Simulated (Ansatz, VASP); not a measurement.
Two plane-wave programs on TiO2

```
CELL_PARAMETERS angstrom
-1.90894 1.90894 4.88836
1.90894 -1.90894 4.88836
1.90894 1.90894 -4.88836
ATOMIC_POSITIONS crystal
Ti 0.00000 0.00000 0.00000
Ti 0.75000 0.25000 0.50000
O 0.20528 0.20528 0.00000
O 0.95528 0.45528 0.50000
O 0.54472 0.04472 0.50000
O 0.79472 0.79472 0.00000
```

Alike in both runs: functional PBE; k mesh 8 × 8 × 8; occupations gaussian, width 0.02 eV; no spin polarisation; Hubbard terms Ti d U = 4.0 eV.

Ansatz relaxed the structure, and its values are those at the end. VASP's run is a single point on that final structure, the one shown.

|  | VASP | Ansatz |
| --- | --- | --- |
| version | VASP 6.6.1 | Ansatz 0.2.0 |
| potentials or method | VASP PAW PBE potentials, release 64 (Ti_sv, O), cutoff 520 eV | scalar-relativistic, plane waves, PAW |
| valence electrons in the cell | 48 | 48 |

|  | VASP | Ansatz | Ansatz less VASP |
| --- | --- | --- | --- |
| gap on the k mesh at the Fermi level (eV) | 2.68 | 2.65 | -0.039 |
| least direct gap on the mesh (eV) | 2.95 | 2.91 | -0.040 |
| pressure (GPa) | 4.2 | 0.0 | -4.18 |
| rms of the force components (eV/Å) | 0.071 | 0.000 | -0.0708 |

The programs project onto different local orbitals, so the same U acts differently, and such runs can settle in different states.
